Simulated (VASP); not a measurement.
# CdTe (F-43m) in VASP: further runs, part 2 of 2

VASP 6.6.1.

## 3. Single point, HSE06 (strain +3.0%)

POSCAR reads:

```
CdTe
1.0
    0.0000000000      3.3783537697      3.3783537697
    3.3783537697      0.0000000000      3.3783537697
    3.3783537697      3.3783537697      0.0000000000
Cd Te
1 1
Direct
    0.0000000000      0.0000000000      0.0000000000
    0.2500000000      0.2500000000      0.2500000000
```

INCAR.step1 reads:

```
PREC = Accurate ; ENCUT = 520
EDIFF = 1E-5 ; ISMEAR = 0
SIGMA = 0.01 ; LREAL = F
LASPH = T ; NELM = 80
ALGO = Normal ; ISIF = 2
LWAVE = T ; LCHARG = F
GGA = PE ; NBANDS = 16
```

INCAR.step2 reads:

```
PREC = Accurate ; ENCUT = 520
EDIFF = 1E-7 ; ISMEAR = 0
SIGMA = 0.01 ; LREAL = F
LASPH = T ; NELM = 80
ALGO = Normal ; ISIF = 2
LWAVE = F ; LCHARG = F
GGA = PE ; LHFCALC = T
HFSCREEN = 0.2079 ; PRECFOCK = Normal
ISTART = 1 ; NBANDS = 16
```

KPOINTS reads:

```
Automatic mesh
0
Gamma
  4 4 4
```

Potentials or basis: VASP PAW PBE potentials, release 64 (Cd, Te).

Launch:

```console
$ cat potpaw_PBE.64/Cd/POTCAR potpaw_PBE.64/Te/POTCAR > POTCAR
$ cp INCAR.step1 INCAR
$ mpirun -np 1 vasp_std > vasp.out
$ cp INCAR.step2 INCAR
$ mpirun -np 1 vasp_std > vasp.out
```

OUTCAR:

```text
PREC = Accurate
   ENCUT = 520
   EDIFF = 1E-7
   ISMEAR = 0
   LREAL = F
   LASPH = T
   NELM = 80
   ISIF = 2
   GGA = PE
   LHFCALC = T
   HFSCREEN = 0.2079
   PRECFOCK = Normal
   ISTART = 1

 ion  position               nearest neighbor table
   1  0.000  0.000  0.000-   2 2.93   2 2.93   2 2.93   2 2.93
   2  0.250  0.250  0.250-   1 2.93   1 2.93   1 2.93   1 2.93

  LATTYP: Found a face centered cubic cell.
 ALAT       =     6.7567075394

  Lattice vectors:

 A1 = (   0.0000000000,   3.3783537697,   3.3783537697)
 A2 = (   3.3783537697,   0.0000000000,   3.3783537697)
 A3 = (   3.3783537697,   3.3783537697,   0.0000000000)

Analysis of symmetry for initial positions (statically):
=====================================================================
 Subroutine PRICEL returns:
 Original cell was already a primitive cell.

[... 154 lines left out ...]
  ext. energy  EPLUGINS =         0.00000000
  ---------------------------------------------------
  free energy    TOTEN  =        -5.93904024 eV

  energy without entropy =       -5.93904024  energy(sigma->0) =       -5.93904024

 E-fermi :   0.9274     XC(G=0):  -6.7336

 val. band max:        0.8146088218   @ k =   0.0000   0.0000   0.0000
 cond. band min:       1.9684861058   @ k =   0.0000   0.0000   0.0000
 fundamental gap:      1.1538772840
 Fermi energy:         0.9273797532

 k-point     1 :       0.0000    0.0000    0.0000
  band No.  band energies     occupation
      1     -10.6371      2.00000
      2      -8.4854      2.00000
      3      -8.4854      2.00000
      4      -8.4854      2.00000
      5      -8.3044      2.00000
      6      -8.3044      2.00000
[... 129 lines left out ...]
      3      -8.3952      2.00000
      4      -8.3237      2.00000
      5      -8.3017      2.00000
      6      -7.7611      2.00000
[... 8 lines left out ...]
     15      12.5006      0.00000
     16      12.6926      0.00000

------------------------ aborting loop because EDIFF is reached ----------------------------------------

  FORCE on cell =-STRESS in cart. coord.  units (eV):
  Direction    XX          YY          ZZ          XY          YZ          ZX
  --------------------------------------------------------------------------------------
  -------------------------------------------------------------------------------------
  Total       -1.2989978     -1.2989978     -1.2989978     -0.0000000      0.0000000     -0.0000000
  in kB      -26.9881822    -26.9881822    -26.9881822     -0.0000000      0.0000000     -0.0000000
  external PRESSURE =     -26.9881822 kB  Pullay stress =       0.0000000 kB

 VOLUME and BASIS-vectors are now :
 -----------------------------------------------------------------------------
  energy-cutoff  :      520.00
  volume of cell :       77.12
      direct lattice vectors                 reciprocal lattice vectors
     0.000000000  3.378353770  3.378353770    -0.148001078  0.148001078  0.148001078
     3.378353770  0.000000000  3.378353770     0.148001078 -0.148001078  0.148001078
     3.378353770  3.378353770  0.000000000     0.148001078  0.148001078 -0.148001078

 POSITION                                       TOTAL-FORCE (eV/Angst)
 -----------------------------------------------------------------------------------
      0.00000      0.00000      0.00000        -0.000000     -0.000000     -0.000000
      1.68918      1.68918      1.68918         0.000000      0.000000      0.000000
 -----------------------------------------------------------------------------------
    total drift:                                0.000001     -0.000000     -0.000000

  FREE ENERGIE OF THE ION-ELECTRON SYSTEM (eV)
  ---------------------------------------------------
  free  energy   TOTEN  =        -5.9390402354 eV

  energy  without entropy=       -5.9390402354  energy(sigma->0) =       -5.93904024
```

OUTCAR.step1:

```text
PREC = Accurate
   ENCUT = 520
   EDIFF = 1E-5
   ISMEAR = 0
   LREAL = F
   LASPH = T
[... 353 lines left out ...]
 -----------------------------------------------------------------------------------
      0.00000      0.00000      0.00000        -0.000000     -0.000000     -0.000000
      1.68918      1.68918      1.68918         0.000000      0.000000      0.000000
 -----------------------------------------------------------------------------------
    total drift:                               -0.000000     -0.000000     -0.000000

  FREE ENERGIE OF THE ION-ELECTRON SYSTEM (eV)
  ---------------------------------------------------
  free  energy   TOTEN  =        -4.7338328237 eV

  energy  without entropy=       -4.7338328237  energy(sigma->0) =       -4.73383282
```

Run time: 11 min. Hardware: 1 thread of Intel Xeon Platinum 8488C (Sapphire Rapids), shared host; peak memory 0.32 GiB.

What came out:

- Free energy: -5.9390 eV
- Pressure: -2.7 GPa
- Band gap on the k mesh: 1.15 eV

Levels at points of the mesh, in eV from the valence-band top:
| k point | band 6 | band 7 | band 8 | band 9 | band 10 | band 11 | band 12 | band 13 |
| --- | --- | --- | --- | --- | --- | --- | --- | --- |
| (0.00, 0.00, 0.00) | -9.12 | 0.00 | 0.00 | 0.00 | 1.15 | 5.51 | 5.51 | 5.51 |
| (0.50, 0.00, 0.00) | -8.77 | -4.03 | -0.65 | -0.65 | 2.46 | 6.06 | 6.06 | 7.77 |
| (0.50, 0.50, 0.00) | -8.62 | -3.99 | -1.59 | -1.59 | 3.43 | 3.51 | 9.26 | 9.68 |

Caveat: the cell differs from its parent crystal (strain +3.0%); the PAW data sets were made with another functional, which shifts forces and pressure a little; spin-orbit coupling is left out, which moves the levels of the heavy elements.
